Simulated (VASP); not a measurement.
Write the native input for VASP 6.6.1 that does the following.

- Task: single point
- Functional: r2SCAN0
- Potentials or basis: VASP PAW PBE potentials, release 64 (Sn_d)
- Cutoff: 440 eV
- k mesh: 6 × 6 × 6
- Occupations: fermi-dirac, width 0.05 eV
- Spin: no spin polarisation
- Dipole correction: no
- Grid for exact exchange (PRECFOCK): Normal
- Further INCAR settings: ALGO = Normal; EDIFF = 1e-06; NBANDS = 13
- Share of exact exchange: 0.25

Crystal: Sn.

```
Sn
1.0
    -1.72654    1.77555    2.33834
     1.72654   -1.77555    2.33834
     1.72654    1.77555   -2.33834
Sn
1
Direct
  0.00000 0.00000 0.00000
```

These files were run (other wordings do the same):

POSCAR

```
Sn
1.0
   -1.7265390000      1.7755470000      2.3383420000
    1.7265390000     -1.7755470000      2.3383420000
    1.7265390000      1.7755470000     -2.3383420000
Sn
1
Direct
    0.0000000000      0.0000000000      0.0000000000
```

INCAR.step1

```
ALGO     = Normal         # electronic algorithm
EDIFF    = 1E-5           # SCF threshold, eV
ENCUT    = 440            # plane-wave cutoff, eV
GGA      = PE             # functional
GGA_COMPAT= F            
ISIF     = 2              # what is computed and relaxed
ISMEAR   = -1             # smearing method
LASPH    = T              # aspherical terms in the spheres
LCHARG   = F              # write CHGCAR
LREAL    = F              # projectors in reciprocal space
LWAVE    = T              # write WAVECAR
NBANDS   = 13             # bands
NELM     = 120            # most SCF steps
PREC     = Accurate       # precision mode
SIGMA    = 0.05           # smearing width, eV
```

INCAR.step2

```
AEXX     = 0.25           # exact-exchange fraction
ALGO     = Normal         # electronic algorithm
EDIFF    = 1E-6           # SCF threshold, eV
ENCUT    = 440            # plane-wave cutoff, eV
GGA_COMPAT= F            
ISIF     = 2              # what is computed and relaxed
ISMEAR   = -1             # smearing method
ISTART   = 1            
LASPH    = T              # aspherical terms in the spheres
LCHARG   = F              # write CHGCAR
LHFCALC  = T              # exact exchange
LMIXTAU  = T            
LREAL    = F              # projectors in reciprocal space
LWAVE    = F              # write WAVECAR
METAGGA  = R2SCAN         # meta-GGA
NBANDS   = 13             # bands
NELM     = 120            # most SCF steps
PREC     = Accurate       # precision mode
PRECFOCK = Normal       
SIGMA    = 0.05           # smearing width, eV
```

KPOINTS

```
k-points
0
Gamma
  6 6 6
```

Potentials or basis: VASP PAW PBE potentials, release 64 (Sn_d).

The run is started by

```bash
$ cat potpaw_PBE.64/Sn_d/POTCAR > POTCAR
$ cp INCAR.step1 INCAR
$ mpirun -np 1 vasp_std > vasp.out
$ cp INCAR.step2 INCAR
$ mpirun -np 1 vasp_std > vasp.out
```

Results of the run:

| Property | Result |
| --- | --- |
| Pressure | -1.6 GPa |
| Band gap on the k mesh | zero (bands 7 and 8 overlap by 11.16 eV) |

Caveat: the k points lie up to 0.38 Å⁻¹ apart, too coarse for converged energies and pressures of a metal; the PAW data sets were made with another functional, which shifts forces and pressure a little; spin-orbit coupling is left out, which moves the levels of the heavy elements.

Run time: 39 min on 1 thread of AMD EPYC 7R13 Processor (Zen 3) (shared host), peak memory 0.13 GiB.
